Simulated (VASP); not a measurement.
# Si4Ge3 (P1) in VASP: relaxation of cell and atoms with PBE

Aim: the relaxation of cell and atoms of Si4Ge3 with PBE.

All numbers are computed with VASP 6.6.1; they aren't measurements. Logs are shortened: lines on timing, memory, paths and dates and some standing lists are left out, and cuts for length are marked.

**1. The cell of the first run**

The typed cell holds 14 atoms: a = 6.784 Å, b = 6.804 Å, c = 7.026 Å, α = 99.39°, β = 98.84°, γ = 101.18°.

**2. Relaxation of cell and atoms, PBE**

File INCAR:

```
SYSTEM = Si4Ge3
PREC = Accurate
ENCUT = 600
EDIFF = 1E-6
ISMEAR = 0
SIGMA = 0.1
LREAL = .False.
LASPH = .True.
NELM = 60
ALGO = Normal
ISIF = 3
LWAVE = .False.
LCHARG = .False.
GGA = PE
IBRION = 2
NSW = 80
EDIFFG = -0.025
```

File KPOINTS:

```
Automatic mesh
0
Gamma
  3 3 3
  0 0 0
```

File POSCAR:

```
Si4Ge3
1.0
    5.2422360247      2.9365514255      3.1485594423
   -5.2554375952      2.9698327445      3.1388145069
    0.0222216825     -6.1595522933      3.3805551341
Si Ge
8 6
Direct
    0.8437701199      0.9769402060      0.5553521278
    0.2809713674      0.7038821912      0.4220973363
    0.5369962690      0.8444122111      0.9826261194
    0.4010807476      0.2571768048      0.6902068500
    0.9913556031      0.5384123013      0.8468393353
    0.6931168936      0.4298355167      0.2750996056
    0.8890984650      0.8965511160      0.8803797379
    0.0985488790      0.1218615806      0.1251571457
    0.1309880561      0.0038053669      0.4293017879
    0.7353281551      0.2978207849      0.5737456643
    0.4595905187      0.1441304489      0.0536111604
    0.5876481170      0.7501505311      0.3046790333
    0.0389155423      0.4576285745      0.1444304696
    0.3125912661      0.5773923658      0.7164736264
```

Potentials or basis: VASP PAW PBE potentials, release 64 (Si, Ge_d).

On the command line:

```sh
> cat potpaw_PBE.64/Si/POTCAR potpaw_PBE.64/Ge_d/POTCAR > POTCAR
> mpirun -np 1 vasp_std > vasp.out
```

OUTCAR:

```text
SYSTEM = Si4Ge3
   PREC = Accurate
   ENCUT = 600
   EDIFF = 1E-6
   ISMEAR = 0
   LREAL = .False.
   LASPH = .True.
   NELM = 60
   ISIF = 3
   GGA = PE
   IBRION = 2
   NSW = 80
   EDIFFG = -0.025

 ion  position               nearest neighbor table
   1  0.844  0.977  0.555-   9 2.25  12 2.37   7 2.42  10 2.43
   2  0.281  0.704  0.422-  12 2.34  14 2.36   9 2.45  13 2.49
   3  0.537  0.844  0.983-  11 2.20  12 2.44  14 2.46   7 2.57
   4  0.401  0.257  0.690-  14 2.36  10 2.51   9 2.53  11 2.78
   5  0.991  0.538  0.847-  13 2.24  14 2.48  10 2.50   7 2.64
   6  0.693  0.430  0.275-  11 2.40  12 2.41  10 2.41  13 2.63
   7  0.889  0.897  0.880-   8 2.21   1 2.42   3 2.57   5 2.64
   8  0.099  0.122  0.125-   7 2.21  13 2.38   9 2.40  11 2.56
   9  0.131  0.004  0.429-   1 2.25   8 2.40   2 2.45   4 2.53
  10  0.735  0.298  0.574-   6 2.41   1 2.43   5 2.50   4 2.51
  11  0.460  0.144  0.054-   3 2.20   6 2.40   8 2.56   4 2.78
  12  0.588  0.750  0.305-   2 2.34   1 2.37   6 2.41   3 2.44
  13  0.039  0.458  0.144-   5 2.24   8 2.38   2 2.49   6 2.63
  14  0.313  0.577  0.716-   4 2.36   2 2.36   3 2.46   5 2.48

  LATTYP: Found a triclinic cell.
 ALAT       =     6.7836420435
 B/A-ratio  =     1.5475066096
 C/A-ratio  =     1.4256718498
 COS(alpha) =     0.0019436303
 COS(beta)  =     0.4533696046
 COS(gamma) =     0.7718302812

  Lattice vectors:

 A1 = (  -5.2422360247,  -2.9365514255,  -3.1485594423)
 A2 = ( -10.4976736199,   0.0332813190,  -0.0097449354)
 A3 = (  -0.0090201120,   0.2531681233,  -9.6679290833)

Analysis of symmetry for initial positions (statically):
=====================================================================
 Subroutine PRICEL returns:
 Original cell was already a primitive cell.

 Routine SETGRP: Setting up the symmetry group for a
 triclinic supercell.

 Subroutine GETGRP returns: Found  1 space group operations
 (whereof  1 operations were pure point group operations)
 out of a pool of  2 trial point group operations.

The static configuration has the point symmetry C_1 .

Analysis of symmetry for dynamics (positions and initial velocities):
=====================================================================
 Subroutine PRICEL returns:
 Original cell was already a primitive cell.

 Routine SETGRP: Setting up the symmetry group for a
 triclinic supercell.

 Subroutine GETGRP returns: Found  1 space group operations
 (whereof  1 operations were pure point group operations)
 out of a pool of  2 trial point group operations.

The dynamic configuration has the point symmetry C_1 .

 Subroutine INISYM returns: Found  1 space group operations
 (whereof  1 operations are pure point group operations),
 and found     1 'primitive' translations

----------------------------------------------------------------------------------------

                                     Primitive cell

  volume of cell :     308.0733

  direct lattice vectors                    reciprocal lattice vectors
     5.242236025  2.936551425  3.148559442     0.095345407  0.057895460  0.104861884
    -5.255437595  2.969832745  3.138814507    -0.095175042  0.057297081  0.105023969
     0.022221682 -6.159552293  3.380555134    -0.000433029 -0.107122113  0.100630031

  length of vectors
     6.783642044  6.803799479  7.026288584     0.153096851  0.152876677  0.146975296

  position of ions in fractional coordinates (direct lattice)
     0.843770120  0.976940206  0.555352128
     0.280971367  0.703882191  0.422097336
     0.536996269  0.844412211  0.982626119
     0.401080748  0.257176805  0.690206850
     0.991355603  0.538412301  0.846839335
     0.693116894  0.429835517  0.275099606
     0.889098465  0.896551116  0.880379738
     0.098548879  0.121861581  0.125157146
     0.130988056  0.003805367  0.429301788
     0.735328155  0.297820785  0.573745664
     0.459590519  0.144130449  0.053611160
     0.587648117  0.750150531  0.304679033
     0.038915542  0.457628574  0.144430470
     0.312591266  0.577392366  0.716473626

  ion indices of the primitive-cell ions
   primitive index   ion index
                 1           1
                 2           2
                 3           3
                 4           4
                 5           5
                 6           6
                 7           7
                 8           8
                 9           9
                10          10
                11          11
                12          12
                13          13
                14          14

----------------------------------------------------------------------------------------

 KPOINTS: Automatic mesh

Automatic generation of k-mesh.
 Grid dimensions read from file:
 generate k-points for:    3    3    3

 Generating k-lattice:

  Cartesian coordinates                     Fractional coordinates (reciprocal lattice)
     0.031781802  0.019298487  0.034953961     0.333333333 -0.000000000 -0.000000000
    -0.031725014  0.019099027  0.035007990    -0.000000000  0.333333333 -0.000000000
    -0.000144343 -0.035707371  0.033543344     0.000000000  0.000000000  0.333333333

  Length of vectors
     0.051032284  0.050958892  0.048991765

  Shift w.r.t. Gamma in fractional coordinates (k-lattice)
     0.000000000  0.000000000  0.000000000

 Subroutine IBZKPT returns following result:
 ===========================================

 Found     14 irreducible k-points:

 Following reciprocal coordinates:
            Coordinates               Weight
  0.000000  0.000000  0.000000      1.000000
  0.333333  0.000000 -0.000000      2.000000
 -0.000000  0.333333  0.000000      2.000000
  0.333333  0.333333 -0.000000      2.000000
 -0.333333  0.333333  0.000000      2.000000
  0.000000 -0.000000  0.333333      2.000000
  0.333333 -0.000000  0.333333      2.000000
 -0.333333  0.000000  0.333333      2.000000
  0.000000  0.333333  0.333333      2.000000
  0.333333  0.333333  0.333333      2.000000
 -0.333333  0.333333  0.333333      2.000000
  0.000000 -0.333333  0.333333      2.000000
  0.333333 -0.333333  0.333333      2.000000
 -0.333333 -0.333333  0.333333      2.000000
   k-points           NKPTS =     14   k-points in BZ     NKDIM =     14   number of bands    NBANDS=     69
   number of dos      NEDOS =    301   number of ions     NIONS =     14
   total plane-waves  NPLWV = 163296
   dimension x,y,z NGX =    54 NGY =   54 NGZ =   56
   dimension x,y,z NGXF=   108 NGYF=  108 NGZF=  112
   ions per type =               8   6
   NGX,Y,Z   is equivalent  to a cutoff of  13.23, 13.19, 13.25 a.u.
   NGXF,Y,Z  is equivalent  to a cutoff of  26.47, 26.39, 26.50 a.u.
 SYSTEM =  Si4Ge3
   PREC   = accura    normal or accurate (medium, high low for compatibility)
   ISTART =      0    job   : 0-new  1-cont  2-samecut
   ICHARG =      2    charge: 1-file 2-atom 10-const
   ISPIN  =      1    spin polarized calculation?
   LNONCOLLINEAR =      F non collinear calculations
   LSORBIT =      F    spin-orbit coupling
   LASPH  =      T    aspherical Exc in radial PAW
   ENCUT  =  600.0 eV  44.10 Ry    6.64 a.u.  13.55 13.59 14.03*2*pi/ulx,y,z
   NELM   =     60;   NELMIN=  2; NELMDL= -5     # of ELM steps
   EDIFF  = 0.1E-05   stopping-criterion for ELM
   LREAL  =      F    real-space projection
   EDIFFG = -.3E-01   stopping-criterion for IOM
   NSW    =     80    number of steps for IOM
   IBRION =      2    ionic relax: 0-MD 1-quasi-New 2-CG
   NFREE  =      1    steps in history (QN), initial steepest desc. (CG)
   ISIF   =      3    stress and relaxation
   ISYM   =      2    0-nonsym 1-usesym 2-fastsym
   POTIM  = 0.5000    time-step for ionic-motion
   TEBEG  =    0.0;   TEEND  =   0.0 temperature during run
   PSTRESS=    0.0 pullay stress
   NELECT =     116.0000    total number of electrons
   NUPDOWN=      -1.0000    fix difference up-down
   EMIN   =  10.00;   EMAX   =-10.00  energy-range for DOS
   EFERMI =   0.00;   METHOD = LEGACY
   ISMEAR =     0;   SIGMA  =   0.10  broadening in eV -4-tet -1-fermi 0-gaus
   EFERMI_NEDOS =   21; number of points for ismear=-14 and -15
   IALGO  =     38    algorithm
   IMIX   =      4    mixing-type and parameters
     AMIX     =   0.40;   BMIX     =  1.00
     AMIX_MAG =   1.60;   BMIX_MAG =  1.00
  volume/ion in A,a.u.               =      22.01       148.50
  Fermi-wavevector in a.u.,A,eV,Ry     =   1.182160  2.233958 19.014162  1.397501
  Thomas-Fermi vector in A             =   2.318419
   LORBIT       =      0    0 simple, 1 ext, 2 COOP (PROOUT), +10 PAW based schemes
   GGA     = PE    functional components
   LHFCALC =     F    Hartree Fock is set to
   AEXX    =    0.0000 exact exchange contribution
   IVDW    =     0    specifies the selected vdW correction
   LEPSILON=     F    determine dielectric tensor
   LRPA    =     F    only Hartree local field effects (RPA)
 conjugate gradient relaxation of ions
 non-spin polarized calculation
 Gauss-broadening in eV      SIGMA  =   0.10
  energy-cutoff  :      600.00
  volume of cell :      308.07
 maximum number of plane-waves:     10308
 NGX is ok and might be reduce to    54
   NGX = 27   NGY = 27   NGZ = 29

--------------------------------------- Ionic step        1  -------------------------------------------

 number of electron     116.0000000 magnetization

 Free energy of the ion-electron system (eV)
  ---------------------------------------------------
  ext. energy  EPLUGINS =         0.00000000
  ---------------------------------------------------
  free energy    TOTEN  =       -68.03691180 eV

  energy without entropy =      -68.03101729  energy(sigma->0) =      -68.03396455

------------------------ aborting loop because EDIFF is reached ----------------------------------------

  FORCE on cell =-STRESS in cart. coord.  units (eV):
  Direction    XX          YY          ZZ          XY          YZ          ZX
  --------------------------------------------------------------------------------------
  -------------------------------------------------------------------------------------
  Total        1.1933011     -0.5624374      1.7687746     -0.5306162      2.8593246     -1.7700514
  in kB        6.2059254     -2.9250325      9.1987538     -2.7595422     14.8703080     -9.2053941
  external PRESSURE =       4.1598822 kB  Pullay stress =       0.0000000 kB
[... 125 lines left out ...]
  FREE ENERGIE OF THE ION-ELECTRON SYSTEM (eV)
  ---------------------------------------------------
  free  energy   TOTEN  =       -69.6151290415 eV

  energy  without entropy=      -69.6151004524  energy(sigma->0) =      -69.61511475

[... ionic steps 4 to 15 ...]

--------------------------------------- Ionic step       16  -------------------------------------------

 number of electron     116.0000019 magnetization

------------------------ aborting loop because EDIFF is reached ----------------------------------------

  FORCE on cell =-STRESS in cart. coord.  units (eV):
  Direction    XX          YY          ZZ          XY          YZ          ZX
  --------------------------------------------------------------------------------------
  -------------------------------------------------------------------------------------
  Total       -0.2922031     -0.1696911     -0.1734369     -0.0235499     -0.0917546      0.0163783
  in kB       -1.5397888     -0.8942018     -0.9139401     -0.1240982     -0.4835088      0.0863066
  external PRESSURE =      -1.1159769 kB  Pullay stress =       0.0000000 kB
[... 81 lines left out ...]
  energy  without entropy=      -70.1608913059  energy(sigma->0) =      -70.16089132

--------------------------------------- Ionic step       18  -------------------------------------------

 number of electron     116.0000019 magnetization

 Free energy of the ion-electron system (eV)
  ---------------------------------------------------
  ext. energy  EPLUGINS =         0.00000000
  ---------------------------------------------------
  free energy    TOTEN  =       -70.16107817 eV

  energy without entropy =      -70.16107814  energy(sigma->0) =      -70.16107815

 E-fermi :   5.5552     XC(G=0):  -9.5438

 val. band max:        5.2009286890   @ k =   0.0000   0.0000   0.0000
 cond. band min:       5.9247494497   @ k =   0.3333  -0.3333   0.3333
 fundamental gap:      0.7238207607
 Fermi energy:         5.5551572944

 k-point     1 :       0.0000    0.0000    0.0000
  band No.  band energies     occupation
      1     -19.1052      2.00000
      2     -19.1046      2.00000
      3     -19.1044      2.00000
      4     -19.1043      2.00000
      5     -19.1041      2.00000
      6     -19.1039      2.00000
[... 1038 lines left out ...]
  FREE ENERGIE OF THE ION-ELECTRON SYSTEM (eV)
  ---------------------------------------------------
  free  energy   TOTEN  =       -70.1610781657 eV

  energy  without entropy=      -70.1610781380  energy(sigma->0) =      -70.16107815

 reached required accuracy - stopping structural energy minimisation
```

It took 1.8 h on 1 thread of AMD EPYC 9755, shared host; peak memory 0.53 GiB.

What came out:

```
Free energy                           : -70.1611 eV
Relaxed volume                        : 21.68 Å³/atom
Relaxed cell                          : a = 6.830 Å, b = 6.830 Å, c = 6.829 Å, α = 99.61°, β = 99.61°, γ = 99.60°
Space group after relaxing (to 0.1 Å) : R3 (No. 146)
Energy gained by relaxing             : 151.7 meV/atom
Ionic steps                           : 18
Pressure after relaxing               : 0.0 GPa
Largest force after relaxing          : 0.016 eV/Å
Band gap on the k mesh                : 0.72 eV (least direct gap 1.56 eV)
```

Forces on the atoms (eV/Å):
```
Si   0.001 -0.001 -0.004
Si  -0.001 -0.009  0.013
Si  -0.006 -0.005  0.001
Si  -0.002 -0.001  0.003
Si   0.006 -0.003 -0.010
Si   0.007 -0.005  0.003
Si   0.009 -0.008 -0.003
Si  -0.001  0.011 -0.008
Ge  -0.011  0.010 -0.002
Ge   0.009  0.003 -0.004
Ge  -0.006  0.014 -0.004
Ge   0.000  0.002  0.002
Ge  -0.002 -0.004  0.007
Ge  -0.003 -0.004  0.007
```

Step by step:
```tsv
step	energy change (eV)	largest force (eV/Å)	pressure (GPa)	volume (Å³)
1	0.0000	3.4837	0.42	308.07
2	-1.5719	1.4503	-1.49	310.58
3	-1.5782	1.5025	-1.52	310.77
4	-1.9271	0.8125	0.51	301.61
5	-1.9399	0.6319	1.02	299.52
6	-2.0510	0.4468	-0.01	303.65
7	-2.0532	0.4616	-0.19	304.32
8	-2.0874	0.2729	-0.15	304.02
9	-2.0938	0.3439	-0.07	303.81
10	-2.1139	0.1602	0.11	303.05
11	-2.1141	0.1595	0.13	302.98
12	-2.1217	0.0902	-0.02	303.62
13	-2.1218	0.0973	-0.10	303.66
14	-2.1236	0.0414	0.10	303.11
15	-2.1236	0.0385	0.17	303.06
16	-2.1236	0.0416	-0.11	304.04
17	-2.1240	0.0302	-0.02	303.50
18	-2.1242	0.0164	0.04	303.46
```

Final structure:
```yaml
crystal:
  lattice:
    - [5.21722, 3.01222, 3.21882]
    - [-5.21623, 3.01283, 3.21924]
    - [-0.00021, -6.02307, 3.21880]
  atoms:
    - { symbol: Si, position: [0.83997, 0.98192, 0.55978] }
    - { symbol: Si, position: [0.26773, 0.69531, 0.40913] }
    - { symbol: Si, position: [0.55981, 0.83977, 0.98115] }
    - { symbol: Si, position: [0.40981, 0.26760, 0.69617] }
    - { symbol: Si, position: [0.98166, 0.56032, 0.83993] }
    - { symbol: Si, position: [0.69573, 0.40993, 0.26783] }
    - { symbol: Si, position: [0.87527, 0.87569, 0.87517] }
    - { symbol: Si, position: [0.12092, 0.12080, 0.12150] }
    - { symbol: Ge, position: [0.15903, 0.01644, 0.44603] }
    - { symbol: Ge, position: [0.73270, 0.30500, 0.59098] }
    - { symbol: Ge, position: [0.44548, 0.15859, 0.01735] }
    - { symbol: Ge, position: [0.59083, 0.73287, 0.30429] }
    - { symbol: Ge, position: [0.01662, 0.44527, 0.15842] }
    - { symbol: Ge, position: [0.30444, 0.59049, 0.73226] }
```

Levels at points of the mesh, in eV from the valence-band top:
```tsv
k point	band 54	band 55	band 56	band 57	band 58	band 59	band 60	band 61	band 62	band 63
(0.00, 0.00, 0.00)	-2.31	-2.30	-0.01	-0.01	0.00	1.61	2.49	2.49	2.51	2.82
```

Caveat: semilocal functionals underestimate gaps, and a narrow one can read as zero. A k mesh can miss the band edges.
